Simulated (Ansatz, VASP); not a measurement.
TiTe: VASP beside Ansatz

INCAR

```
SYSTEM = TiTe
PREC     = Accurate       ! precision mode
ENCUT    = 600            ! plane-wave cutoff, eV
EDIFF    = 1E-7           ! SCF threshold, eV
ISMEAR   = -1             ! smearing method
SIGMA    = 0.05           ! smearing width, eV
LREAL    = .FALSE.        ! projectors in reciprocal space
LASPH    = .TRUE.         ! aspherical terms in the spheres
NELM     = 80             ! most SCF steps
ALGO     = Normal         ! electronic algorithm
ISIF     = 3              ! what is computed and relaxed
LWAVE    = .FALSE.        ! write WAVECAR
LCHARG   = .FALSE.        ! write CHGCAR
IBRION   = 2              ! ionic algorithm
NSW      = 60             ! ionic steps
EDIFFG   = -0.005         ! ionic threshold
```

KPOINTS

```
Automatic mesh
0
G
  12 12 12
  0 0 0
```

File POSCAR:

```
TiTe
1.0
    0.0000000000      2.7833772678      2.7833772678
    2.7833772678      0.0000000000      2.7833772678
    2.7833772678      2.7833772678      0.0000000000
Ti Te
1 1
Direct
    0.0000000000      0.0000000000      0.0000000000
    0.5000000000      0.5000000000      0.5000000000
```

Input for Ansatz:

```yaml
crystal:
  lattice:
    - [0.0, 2.7833772678, 2.7833772678]
    - [2.7833772678, 0.0, 2.7833772678]
    - [2.7833772678, 2.7833772678, 0.0]
  atoms:
    - { symbol: Ti, position: [0.0, 0.0, 0.0] }
    - { symbol: Te, position: [0.5, 0.5, 0.5] }
kpoints:
  mp_grid: { grid: [12, 12, 12] }
scf:
  occupations: { method: fermi_dirac, width: 0.05 }
hamiltonian:
  xc: lda
  pseudopotentials: { kind: paw }
output:
  forces: true
  stress: true
relax:
  f_tol: 0.005
  max_steps: 40
  cell: {}
```

Alike in both runs: task relaxation of cell and atoms; functional LDA; k mesh 12 × 12 × 12; occupations fermi-dirac, width 0.05 eV; no spin polarisation.

|  | VASP | Ansatz |
| --- | --- | --- |
| version | VASP 6.6.1 | Ansatz 0.2.0 |
| potentials or method | VASP PAW LDA potentials, release 64 (Ti_sv, Te) | PAW with Ansatz's default frozen-core files, scalar-relativistic |
| plane-wave cutoff (eV) | 600 | 420 |
| valence electrons in the cell | 18 | 28 |

|  | VASP | Ansatz | Ansatz less VASP |
| --- | --- | --- | --- |
| relaxed volume (Å³/atom) | 20.98 | 20.93 | -0.048 |
| relaxed length of the cell vector where the two differ most in proportion (Å) | 3.900 | 3.897 | -0.0030 |

LDA's correlation is that of Perdew and Zunger in VASP and of Perdew and Wang (1992) in Ansatz. VASP's potentials hold 18 valence electrons a cell and Ansatz's 28, so a difference there can come from the potentials and not from the codes.

Spin-orbit coupling is off throughout. Noted on VASP's run: too few bands were computed for a metal, which touches its energy and stress.
